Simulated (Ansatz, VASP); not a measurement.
**Na2N in VASP and in Ansatz**

```
Na N
1.0
    -3.09062    3.09062    2.57264
     3.09062   -3.09062    2.57264
     3.09062    3.09062   -2.57264
Na N
4 2
Direct
  0.66700 0.16700 0.83400
  0.16700 0.33300 0.50000
  0.33300 0.83300 0.16600
  0.83300 0.66700 0.50000
  0.25000 0.25000 0.00000
  0.75000 0.75000 0.00000
```

Alike in both runs: task relaxation of cell and atoms; functional PBE; k mesh 4 × 4 × 4; occupations gaussian, width 0.1 eV; collinear spin.

|  | VASP | Ansatz |
| --- | --- | --- |
| version | VASP 6.6.1 | Ansatz 0.2.0 |
| potentials or method | VASP PAW PBE potentials, release 64 (Na_pv, N), cutoff 600 eV | scalar-relativistic, plane waves, PAW |
| valence electrons in the cell | 38 | 46 |

|  | VASP | Ansatz | Ansatz less VASP |
| --- | --- | --- | --- |
| gap on the k mesh at the Fermi level, each at its own relaxed structure (eV) | none | none | - |
| net moment per atom (μB) | 0.08 | 0.08 | 0.000 |
| size of the moment on the site where the two differ most (μB) | 0.19 | 0.25 | +0.061 |
| relaxed volume (Å³/atom) | 16.31 | 16.28 | -0.028 |
| relaxed length of the cell vector where the two differ most in proportion (Å) | 5.028 | 5.025 | -0.0029 |

Site moments also hang on the region over which each program counts them. A gap of «none» marks a metal or a gap that the smearing closes. VASP's potentials hold 38 valence electrons a cell and Ansatz's 46, so a difference there can come from the potentials and not from the codes.

The k mesh is coarse, so the values compare programs but aren't converged.
